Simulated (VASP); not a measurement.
Here is a VASP 6.6.1 calculation.

The input INCAR:

```
SYSTEM = InP
ALGO = Normal
EDIFF = 1E-6
ENCUT = 520
GGA = CA
ISIF = 2
ISMEAR = 0
LASPH = .True.
LCHARG = .True.
LELF = .True.
LREAL = .False.
LVHAR = .True.
LWAVE = .False.
NBANDS = 16
NELM = 100
PREC = Accurate
SIGMA = 0.05
```

Contents of KPOINTS:

```
k-points
0
Gamma
  12 12 12
  0 0 0
```

File POSCAR:

```
InP
1.0
    0.0000000000      2.8873407769      2.8873407769
    2.8873407769      0.0000000000      2.8873407769
    2.8873407769      2.8873407769      0.0000000000
In P
1 1
Direct
    0.0000000000      0.0000000000      0.0000000000
    0.7500000000      0.7500000000      0.7500000000
```

Potentials or basis: VASP PAW LDA potentials, release 64 (In_d, P).

Command:

```sh
$ cat potpaw_LDA.64/In_d/POTCAR potpaw_LDA.64/P/POTCAR > POTCAR
$ mpirun -np 1 vasp_std > vasp.out
```

(1) Predict the band gap on the k mesh.

(2) Predict the pressure.

Results:

(1) 0.75 eV, direct.

(2) 2.1 GPa.

Caveat: spin-orbit coupling is left out, which moves the levels of the heavy elements.
